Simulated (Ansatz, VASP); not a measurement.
Ge in VASP and in Ansatz

Contents of POSCAR:

```
Ge
1.0
    0.0766219575      2.8283892642      2.8283892642
    2.8283892642      0.0766219575      2.8283892642
    2.8283892642      2.8283892642      0.0766219575
Ge
2
Direct
    0.0017094592      0.0017094592      0.0017094592
    0.2482905408      0.2482905408      0.2482905408
```

File INCAR.step1:

```
ALGO = Normal
EDIFF = 1E-4
ENCUT = 520
GGA = PE
GGA_COMPAT = F
ISMEAR = -1
LASPH = T
LCHARG = F
LREAL = F
LSORBIT = T
LWAVE = T
MAGMOM = 0 0 0 0 0 0
NBANDS = 40
NELM = 150
PREC = Accurate
SIGMA = 0.02
```

Contents of INCAR.step2:

```
ALGO = Normal
EDIFF = 1E-6
ENCUT = 520
GGA_COMPAT = F
ISIF = 2
ISMEAR = -1
ISTART = 1
LASPH = T
LCHARG = F
LMIXTAU = T
LORBIT = 11
LORBMOM = T
LREAL = F
LSORBIT = T
LWAVE = F
MAGMOM = 0 0 0 0 0 0
METAGGA = R2SCAN
NBANDS = 40
NELM = 150
PREC = Accurate
SIGMA = 0.02
```

Contents of KPOINTS:

```
k-points
0
Gamma
  8 8 8
```

Input for Ansatz:

```yaml
crystal:
  lattice:
    - [0.0766219575, 2.8283892642, 2.8283892642]
    - [2.8283892642, 0.0766219575, 2.8283892642]
    - [2.8283892642, 2.8283892642, 0.0766219575]
  atoms:
    - { symbol: Ge, position: [0.0017094592, 0.0017094592, 0.0017094592] }
    - { symbol: Ge, position: [0.2482905408, 0.2482905408, 0.2482905408] }
kpoints:
  mp_grid: { grid: [8, 8, 8] }
  band_path:
    path:
      - [0.0, 0.0, 0.0]
      - [0.5, 0.0, 0.5]
      - [0.625, 0.25, 0.625]
      - [0.375, 0.375, 0.75]
      - [0.5, 0.5, 0.5]
      - [0.5, 0.25, 0.75]
      - [0.0, 0.0, 0.5]
    npoints: 1
hamiltonian:
  xc: r2scan
scf:
  occupations: { method: fermi_dirac, width: 0.02 }
  n_extra_bands: 8
magnetization:
  noncollinear: true
  spin_orbit: true
output:
  forces: true
  stress: true
  eigenvalues: true
```

Change from the starting cell: epitaxial_111 strain -3.0%.

Alike in both runs: task single point; functional r2SCAN; k mesh 8 × 8 × 8; occupations fermi-dirac, width 0.02 eV; non-collinear spin, spin-orbit coupling.

|  | VASP | Ansatz |
| --- | --- | --- |
| version | VASP 6.6.1 | Ansatz 0.2.0 |
| potentials or method | VASP PAW PBE potentials, release 64 (Ge_d) | plane waves, PAW |
| plane-wave cutoff (eV) | 520 | 500 |
| valence electrons in the cell | 28 | 28 |

Ansatz gave:

- pressure (GPa): 4.1
- traceless stress, the component that is largest in VASP (GPa): -2.05
- rms of the force components (eV/Å): 0.004

**Question.** Estimate VASP's values.

**Answer.** Pressure (GPa): 4.1; traceless stress, the component that is largest in VASP (GPa): -2.06; rms of the force components (eV/Å): 0.005.

VASP's potentials were made for PBE, not for r2SCAN. Atom by atom the forces differ by 0.001 eV/Å (rms over components).
